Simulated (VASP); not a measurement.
**PbF2: relaxation of shape and atoms at fixed volume with PBE**

The system is PbF2.

```xyz
12
Lattice="6.6644 0.0000 0.0000 0.0000 4.0024 0.0000 0.0000 0.0000 7.9328" Properties=species:S:1:pos:R:3 pbc="T T T"
Pb    4.9473    3.0018    0.7652
Pb    1.7172    1.0006    7.1676
Pb    5.0494    1.0006    4.7316
Pb    1.6151    3.0018    3.2012
F     0.9436    3.0018    0.5672
F     5.7209    1.0006    7.3657
F     2.3886    1.0006    4.5336
F     4.2758    3.0018    3.3992
F     3.4384    3.0018    6.7717
F     3.2260    1.0006    1.1611
F     6.5582    1.0006    2.8053
F     0.1062    3.0018    5.1275
```

```yaml
Program: VASP 6.6.1
Task: relaxation of shape and atoms at fixed volume
Functional: PBE
Potentials_or_basis: VASP PAW PBE potentials, release 64 (Pb_d, F)
Cutoff: 600 eV
k_mesh: 4 × 6 × 4
Occupations: gaussian, width 0.05 eV
Spin: no spin polarisation
Dipole_correction: no
Further_INCAR_settings: ALGO = Normal; EDIFF = 1e-07; IBRION = 2; EDIFFG = -0.01; NSW = 60; ISIF = 4
```

The energy gained by relaxing is 2.2 meV/atom and the ionic steps are 12. The pressure after relaxing is -1.6 GPa, the largest force after relaxing is 0.009 eV/Å and the band gap on the k mesh is 4.40 eV (least direct gap 4.59 eV).

Forces on the atoms (eV/Å):
```
Pb  -0.001  0.000 -0.003
Pb   0.001  0.000  0.003
Pb   0.001  0.000 -0.003
Pb  -0.001  0.000  0.003
F    0.005  0.000  0.008
F   -0.005  0.000 -0.008
F   -0.005  0.000  0.008
F    0.005  0.000 -0.008
F   -0.006  0.000 -0.003
F    0.006  0.000  0.003
F    0.006  0.000 -0.003
F   -0.006  0.000  0.003
```

Stress tensor (GPa, compression positive):
```
-1.53  0.00  0.00
 0.00 -1.59  0.00
 0.00  0.00 -1.64
```

Step by step:
```tsv
step	energy change (eV)	largest force (eV/Å)	pressure (GPa)	volume (Å³)
1	0.0000	0.1537	-2.69	211.60
2	-0.0070	0.1276	-2.54	211.60
3	-0.0203	0.0526	-2.02	211.60
4	-0.0036	0.2358	-0.81	211.60
5	-0.0221	0.0505	-1.79	211.60
6	-0.0221	0.0545	-1.75	211.60
7	-0.0239	0.0286	-1.70	211.60
8	-0.0247	0.0229	-1.62	211.60
9	-0.0247	0.0219	-1.63	211.60
10	-0.0252	0.0188	-1.62	211.60
11	-0.0258	0.0102	-1.58	211.60
12	-0.0261	0.0092	-1.59	211.60
```

Final structure:
```
Pb F
1.0
     6.65146    0.00000    0.00000
     0.00000    3.98015    0.00000
     0.00000    0.00000    7.99280
Pb F
4 8
Direct
  0.74132 0.75000 0.09111
  0.25868 0.25000 0.90889
  0.75868 0.25000 0.59111
  0.24132 0.75000 0.40889
  0.14168 0.75000 0.07179
  0.85832 0.25000 0.92821
  0.35832 0.25000 0.57179
  0.64168 0.75000 0.42821
  0.51227 0.75000 0.85950
  0.48773 0.25000 0.14050
  0.98773 0.25000 0.35950
  0.01227 0.75000 0.64050
```

Levels at points of the mesh, in eV from the valence-band top:
| k point | band 53 | band 54 | band 55 | band 56 | band 57 | band 58 | band 59 | band 60 |
| --- | --- | --- | --- | --- | --- | --- | --- | --- |
| (0.00, 0.00, 0.00) | -1.36 | -0.47 | -0.28 | -0.12 | 4.47 | 4.60 | 5.53 | 6.01 |
| (0.50, 0.00, 0.00) | -0.80 | -0.80 | -0.24 | -0.24 | 4.40 | 4.40 | 5.44 | 5.44 |
| (0.00, 0.50, 0.00) | -0.44 | -0.44 | -0.15 | -0.15 | 4.96 | 4.96 | 5.52 | 5.52 |
| (0.50, 0.50, 0.00) | -0.38 | -0.38 | -0.38 | -0.38 | 4.93 | 4.93 | 4.93 | 4.93 |
| (0.00, 0.00, 0.50) | -1.05 | -1.05 | -0.17 | -0.17 | 5.11 | 5.11 | 5.50 | 5.50 |
| (0.50, 0.00, 0.50) | -0.56 | -0.56 | -0.48 | -0.48 | 4.68 | 4.68 | 5.05 | 5.05 |
| (0.00, 0.50, 0.50) | -0.29 | -0.29 | -0.23 | -0.23 | 4.54 | 4.54 | 5.88 | 5.88 |
| (0.50, 0.50, 0.50) | -0.37 | -0.37 | -0.37 | -0.37 | 4.81 | 4.81 | 4.81 | 4.81 |

It took 17 min on 4 MPI ranks on AMD EPYC 7R13 Processor (Zen 3) (shared host), peak memory 0.62 GiB a rank.

Caveat: spin-orbit coupling is left out, which moves the levels of the heavy elements. A k mesh can miss the band edges.
